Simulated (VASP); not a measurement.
**HPt6: single point with PBE**

The system is HPt6, a slab with vacuum.

```
CELL_PARAMETERS angstrom
5.61433 0.00000 0.00000
0.00000 5.61433 0.00000
0.00000 0.00000 21.85138
ATOMIC_POSITIONS crystal
Pt 0.25000 0.25000 0.18305
Pt 0.25000 0.75000 0.18305
Pt 0.75000 0.25000 0.18305
Pt 0.75000 0.75000 0.18305
Pt 0.00000 0.00000 0.27121
Pt 0.00000 0.50000 0.27121
Pt 0.50000 0.00000 0.27121
Pt 0.50000 0.50000 0.27121
Pt 0.25000 0.25000 0.35931
Pt 0.25000 0.75000 0.35931
Pt 0.75000 0.25000 0.35931
Pt 0.75000 0.75000 0.35931
H 0.83533 0.00000 0.37990
H 0.16467 0.00000 0.37990
```

```yaml
Program: VASP 6.6.1
Task: single point
Functional: PBE
Potentials_or_basis: VASP PAW PBE potentials, release 64 (Pt, H)
Cutoff: 520 eV
k_mesh: 5 × 5 × 1
Occupations: gaussian, width 0.1 eV
Spin: no spin polarisation
Dipole_correction: yes
Further_INCAR_settings: ALGO = Normal; EDIFF = 1e-07; NBANDS = 74
```

```
Largest force          : 2.960 eV/Å
Band gap on the k mesh : zero (bands 61 and 62 overlap by 0.17 eV)
```

Forces in eV/Å, atoms in the order of the input:
```
Pt  -0.040  0.054 -0.036
Pt  -0.040 -0.054 -0.036
Pt   0.040  0.054 -0.036
Pt   0.040 -0.054 -0.036
Pt   0.000  0.000 -1.123
Pt   0.000  0.000 -0.346
Pt   0.000  0.000 -0.632
Pt   0.000  0.000 -0.153
Pt   0.893  2.775 -0.512
Pt   0.893 -2.775 -0.512
Pt  -0.893  2.775 -0.512
Pt  -0.893 -2.775 -0.512
H    1.174  0.000  2.223
H   -1.174  0.000  2.223
```

Levels at points of the mesh, in eV from the Fermi level:
```
           k point  band 57  band 58  band 59  band 60  band 61  band 62  band 63  band 64  band 65  band 66
(0.00, 0.00, 0.00)     0.02     0.04     0.06     0.08     0.11     0.39     0.52     0.68     0.86     1.58
```

It took 16 min on 1 thread of Intel(R) Xeon(R) 6975P-C (Granite Rapids) (shared host), peak memory 0.78 GiB.

Caveat: spin-orbit coupling is left out, which moves the levels of the heavy elements.
